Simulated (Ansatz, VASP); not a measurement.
Two plane-wave programs on BeS

Contents of INCAR:

```
SYSTEM = BeS
ALGO = Normal
EDIFF = 1E-6
ENCUT = 520
GGA = PE
ISIF = 2
ISMEAR = 0
LASPH = .True.
LCHARG = .False.
LREAL = .False.
LWAVE = .False.
NBANDS = 11
NELM = 100
PREC = Accurate
SIGMA = 0.01
```

Contents of KPOINTS:

```
k-points
0
Gamma
  8 8 8
  0 0 0
```

File POSCAR:

```
BeS
1.0
    0.0000000000      2.4858271992      2.4858271992
    2.4858271992      0.0000000000      2.4858271992
    2.4858271992      2.4858271992      0.0000000000
Be S
1 1
Direct
    0.0000000000      0.0000000000      0.0000000000
    0.2500000000      0.2500000000      0.2500000000
```

Input for Ansatz:

```yaml
crystal:
  lattice:
    - [0.0, 2.4858271992, 2.4858271992]
    - [2.4858271992, 0.0, 2.4858271992]
    - [2.4858271992, 2.4858271992, 0.0]
  atoms:
    - { symbol: Be, position: [0.0, 0.0, 0.0] }
    - { symbol: S, position: [0.25, 0.25, 0.25] }
kpoints:
  mp_grid: { grid: [8, 8, 8] }
hamiltonian:
  xc: pbe
scf:
  occupations: { method: fixed }
  n_extra_bands: 4
output:
  forces: true
  stress: true
  eigenvalues: true
```

Alike in both runs: task single point; functional PBE; k mesh 8 × 8 × 8; no spin polarisation.

```csv
,VASP,Ansatz
version,VASP 6.6.1,Ansatz 0.2.0
potentials or method,"VASP PAW PBE potentials, release 64 (Be, S)","plane waves, PAW"
plane-wave cutoff (eV),520,420
occupations,"gaussian, width 0.01 eV",fixed
valence electrons in the cell,8,8
```

```tsv
	VASP	Ansatz	Ansatz less VASP
gap on the k mesh at the Fermi level (eV)	3.26	3.26	-0.001
pressure (GPa)	-4.8	-4.8	-0.01
```
